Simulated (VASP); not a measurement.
**AlCo: single point with r2SCAN**

Crystal: AlCo.

```
CELL_PARAMETERS angstrom
2.87470 0.00000 0.00000
0.00000 2.87470 0.00000
0.00000 0.00000 2.87470
ATOMIC_POSITIONS crystal
Co 0.50000 0.50000 0.50000
Al 0.00000 0.00000 0.00000
```

```yaml
Program: VASP 6.6.1
Task: single point
Functional: r2SCAN
Potentials_or_basis: VASP PAW PBE potentials, release 64 (Co_sv, Al)
Cutoff: 760 eV
k_mesh: 9 × 9 × 9
Occupations: fermi-dirac, width 0.05 eV
Spin: collinear spin, ferromagnetic start
Starting_moments: "[2.0, 0.0] μB"
Dipole_correction: no
Further_INCAR_settings: ALGO = Normal; EDIFF = 1e-06; NBANDS = 21
```

```yaml
Pressure: -10.3 GPa
Band_gap_on_the_k_mesh: zero (filled and empty bands overlap)
Net_moment: 0.00 μB per cell
Valence_electrons_inside_the_program's_atomic_spheres: Co 15.20; Al 0.81
```

Levels at points of the mesh, in eV from the Fermi level:
Spin up:
| k point | band 8 | band 9 | band 10 | band 11 | band 12 | band 13 |
| --- | --- | --- | --- | --- | --- | --- |
| (0.00, 0.00, 0.00) | -1.07 | -1.07 | -1.07 | 6.11 | 6.11 | 6.11 |
Spin down:
```csv
k point,band 7,band 8,band 9,band 10,band 11,band 12,band 13,band 14
"(0.00, 0.00, 0.00)",-2.98,-1.07,-1.07,-1.07,6.11,6.11,6.11,8.85
```

Run time: 87 s on 1 thread of Intel(R) Xeon(R) 6975P-C (Granite Rapids) (shared host), peak memory 0.21 GiB.

Caveat: the cell stands under tension; the moments typed at the start vanished in this run; the PAW data sets were made with another functional, which shifts forces and pressure a little.
